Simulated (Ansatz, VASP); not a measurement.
**One calculation of NiMoIrPdW, two programs**

```xyz
5
Lattice="2.7608 0.0000 0.0000 -1.3804 2.3909 0.0000 0.0000 0.0000 11.3405" Properties=species:S:1:pos:R:3 pbc="T T T"
Ni    0.0000    0.0000    8.0423
Mo    1.3804    0.7970    3.3369
Pd    1.3804    0.7970   10.1952
Ir    0.0000    0.0000    1.2025
W     1.3804    0.7970    6.0015
```

Alike in both runs: functional LDA; k mesh 8 × 8 × 2; occupations fermi-dirac, width 0.05 eV; collinear spin.

|  | VASP | Ansatz |
| --- | --- | --- |
| version | VASP 6.6.1 | Ansatz 0.2.0 |
| potentials or method | VASP PAW LDA potentials, release 64 (Ni, Mo_sv, Pd, Ir, W_sv), cutoff 520 eV | all-electron LAPW, scalar-relativistic |
| task | single point | band structure |

VASP gave:

- gap on the k mesh at the Fermi level (eV): none
- pressure (GPa): -13.0
- traceless stress, the component that is largest in VASP (GPa): -0.23
- rms of the force components (eV/Å): 0.093
- net moment per atom (μB): 0.00

Problem. Which values does Ansatz return?

Solution. gap on the k mesh at the Fermi level (eV): none; pressure (GPa): -14.0; traceless stress, the component that is largest in VASP (GPa): -0.19; rms of the force components (eV/Å): 0.091; net moment per atom (μB): 0.00.

LDA's correlation is that of Perdew and Zunger in VASP and of Perdew and Wang (1992) in Ansatz. Atom by atom the forces differ by 0.019 eV/Å (rms over components). A gap of «none» marks a metal or a gap that the smearing closes. Ansatz ran all-electron here, and VASP with PAW potentials.

Neither program's run includes spin-orbit coupling. Noted on Ansatz's run: the k mesh is thin for a metal, which can move the energy by tens of meV per atom.
